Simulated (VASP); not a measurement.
A run of VASP 6.6.1 is set up as follows.

File INCAR:

```
PREC = Accurate ; ENCUT = 520
EDIFF = 1E-6 ; ISMEAR = 0
SIGMA = 0.019000000000000003 ; LREAL = F
LASPH = T ; NELM = 100
ALGO = Normal ; ISIF = 2
LWAVE = F ; LCHARG = F
GGA = PE ; NBANDS = 11
```

KPOINTS

```
Automatic mesh
0
Gamma
  12 12 12
```

Contents of POSCAR:

```
Pd
1.0
   -1.5722810000      1.5722810000      1.5722810000
    1.5722810000     -1.5722810000      1.5722810000
    1.5722810000      1.5722810000     -1.5722810000
Pd
1
Direct
    0.0000000000      0.0000000000      0.0000000000
```

Potentials or basis: VASP PAW PBE potentials, release 64 (Pd).

Command:

```sh
$ cat potpaw_PBE.64/Pd/POTCAR > POTCAR
$ mpirun -np 1 vasp_std > vasp.out
```

Question: Predict the pressure.

Answer: -1.6 GPa.

Question: Predict the band gap on the k mesh.

Answer: Zero (band 5 reaches 9.47 eV, above the bottom of band 6 at 7.93 eV).
